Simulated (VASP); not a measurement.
Write the native input for VASP 6.6.1 that does the following.

```yaml
Task: single point
Functional: PBE
Potentials_or_basis: VASP PAW PBE potentials, release 64 (Pb_d, O)
Cutoff: 520 eV
k_mesh: 3 × 3 × 3
Occupations: fermi-dirac, width 0.00861733 eV
Spin: no spin polarisation
Dipole_correction: no
Further_INCAR_settings: ALGO = Normal; EDIFF = 1e-06; NBANDS = 20
```

The structure of PbO2 lies in POSCAR:

```
PbO2
1.0
    0.0000000000      2.7019920000      2.7019920000
    2.7019920000      0.0000000000      2.7019920000
    2.7019920000      2.7019920000      0.0000000000
Pb O
1 2
Direct
    0.0000000000      0.0000000000      0.0000000000
    0.2500000000      0.2500000000      0.2500000000
    0.7500000000      0.7500000000      0.7500000000
```

These files were run (other wordings do the same):

INCAR

```
SYSTEM = PbO2
ALGO = Normal
EDIFF = 1E-6
ENCUT = 520
GGA = PE
ISIF = 2
ISMEAR = -1
LASPH = .True.
LCHARG = .True.
LELF = .True.
LREAL = .False.
LVHAR = .True.
LWAVE = .False.
NBANDS = 20
NELM = 60
PREC = Accurate
SIGMA = 0.008617333262145177
```

KPOINTS

```
k-points
0
Gamma
  3 3 3
  0 0 0
```

Potentials or basis: VASP PAW PBE potentials, release 64 (Pb_d, O).

Run with:

```console
$ cat potpaw_PBE.64/Pb_d/POTCAR potpaw_PBE.64/O/POTCAR > POTCAR
$ mpirun -np 1 vasp_std > vasp.out
```

Results of the run:

The pressure is 0.7 GPa. The band gap on the k mesh is zero (band 13 reaches 5.38 eV, above the bottom of band 14 at 4.44 eV).

Caveat: the k points lie up to 0.67 Å⁻¹ apart; spin-orbit coupling is left out, which moves the levels of the heavy elements.

Run time: 4.6 s on 1 thread of Intel(R) Xeon(R) 6975P-C (Granite Rapids) (shared host), peak memory 0.15 GiB.
